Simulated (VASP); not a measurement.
Write the native input for VASP 6.6.1 that does the following.

```yaml
Task: electric field gradients
Functional: PBE
Potentials_or_basis: VASP PAW PBE potentials, release 64 (Sb)
Cutoff: 400 eV
k_mesh: 13 × 13 × 13
Occupations: fermi-dirac, width 0.05 eV
Spin: no spin polarisation
Dipole_correction: no
Further_INCAR_settings: ALGO = Normal; EDIFF = 1e-08; NBANDS = 8
```

The structure of Sb lies in POSCAR:

```
Sb
1.0
    3.1912891636      0.0000000000      0.0000000000
    0.0000000000      3.1912891636      0.0000000000
    0.0000000000      0.0000000000      3.1912891636
Sb
1
Direct
    0.0000000000      0.0000000000      0.0000000000
```

This isn't the form of Sb at room conditions, which is rhombohedral.

One way to write it, as run:

INCAR

```
PREC = Accurate ; ENCUT = 400
EDIFF = 1E-8 ; ISMEAR = -1
SIGMA = 0.05 ; LREAL = False
LASPH = True ; NELM = 120
ALGO = Normal ; ISIF = 2
LWAVE = False ; LCHARG = False
GGA = PE ; LEFG = True
NBANDS = 8 ; GGA_COMPAT = False
```

KPOINTS

```
regular mesh
0
Gamma
  13 13 13
```

Potentials or basis: VASP PAW PBE potentials, release 64 (Sb).

Launch:

```console
$ cat potpaw_PBE.64/Sb/POTCAR > POTCAR
$ mpirun -np 1 vasp_std > vasp.out
```

It gave:

| Item | Value |
| --- | --- |
| Pressure | -3.8 GPa |
| Band gap on the k mesh | zero (an odd number of electrons rules out a gap without spin polarisation) |
| Largest electric field gradient by atom | under 0.05 V/Å² on every atom |

Caveat: the cell stands under tension; spin-orbit coupling is left out, which moves the levels of the heavy elements.

Run time: 13 s on 1 thread of Intel Xeon 8259CL, on a shared host, peak memory 0.14 GiB.
